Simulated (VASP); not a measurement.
Write the native input for VASP 6.6.1 that does the following.

```
Task                   : single point
Functional             : PBE
Potentials or basis    : VASP PAW PBE potentials, release 64 (Zn, F)
Cutoff                 : 600 eV
k mesh                 : 6 × 6 × 8
Occupations            : gaussian, width 0.01 eV
Spin                   : no spin polarisation
Dipole correction      : no
Further INCAR settings : ALGO = Normal; EDIFF = 1e-06; NBANDS = 35
```

The structure of ZnF2 lies in POSCAR:

```
ZnF2
1.0
    4.7033622540      0.0000000000      0.0000000000
    0.0000000000      4.7033622540      0.0000000000
    0.0000000000      0.0000000000      3.1267882516
Zn F
2 4
Direct
    0.0000000000      0.0000000000      0.0000000000
    0.5000000000      0.5000000000      0.5000000000
    0.3031905513      0.3031905513      0.0000000000
    0.1968094487      0.8031905513      0.5000000000
    0.6968094487      0.6968094487      0.0000000000
    0.8031905513      0.1968094487      0.5000000000
```

These files were run (other wordings do the same):

INCAR

```
  ALGO = Normal
  EDIFF = 1E-6
  ENCUT = 600
  GGA = PE
  GGA_COMPAT = False
  ISIF = 2
  ISMEAR = 0
  LASPH = True
  LCHARG = False
  LREAL = False
  LWAVE = False
  NBANDS = 35
  NELM = 120
  PREC = Accurate
  SIGMA = 0.01
```

KPOINTS

```
k-points
0
Gamma
  6 6 8
```

Potentials or basis: VASP PAW PBE potentials, release 64 (Zn, F).

The run is started by

```bash
$ cat potpaw_PBE.64/Zn/POTCAR potpaw_PBE.64/F/POTCAR > POTCAR
$ mpirun -np 1 vasp_std > vasp.out
```

It gave:

The pressure is 7.0 GPa, the largest force is 0.043 eV/Å and the band gap on the k mesh is 3.51 eV.

Caveat: the cell stands under pressure.

It took 120 s on 1 thread of Intel(R) Xeon(R) 6975P-C (Granite Rapids), with other jobs on the host, peak memory 0.25 GiB.
